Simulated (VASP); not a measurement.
A run of VASP 6.6.1 is set up as follows.

File INCAR:

```
ALGO = Normal
EDIFF = 1E-7
ENCUT = 520
GGA = RP
ISIF = 2
ISMEAR = -1
LASPH = T
LCHARG = F
LREAL = F
LWAVE = F
NBANDS = 21
NELM = 100
PREC = Accurate
SIGMA = 0.1
```

The input KPOINTS:

```
k-points
0
Gamma
  15 15 7
```

POSCAR

```
W
1.0
    2.7504498072      0.0000000000      0.0000000000
   -1.3752249036      2.3819594048      0.0000000000
    0.0000000000      0.0000000000      4.9072579061
W
2
Direct
    0.3333333333      0.6666666667      0.2500000000
    0.6666666667      0.3333333333      0.7500000000
```

Potentials or basis: VASP PAW PBE potentials, release 64 (W_sv).

Launch:

```bash
$ cat potpaw_PBE.64/W_sv/POTCAR > POTCAR
$ mpirun -np 1 vasp_std > vasp.out
```

Problem. Predict the pressure.

Solution. 12.6 GPa.

Problem. Predict the band gap on the k mesh.

Solution. Zero (band 14 reaches 12.23 eV, above the bottom of band 15 at 10.59 eV).

Stress tensor (GPa, compression positive):
```
13.63  0.00  0.00
 0.00 13.63  0.00
 0.00  0.00 10.65
```

Caveat: the PAW data sets were made with another functional, which shifts forces and pressure a little; spin-orbit coupling is left out, which moves the levels of the heavy elements.
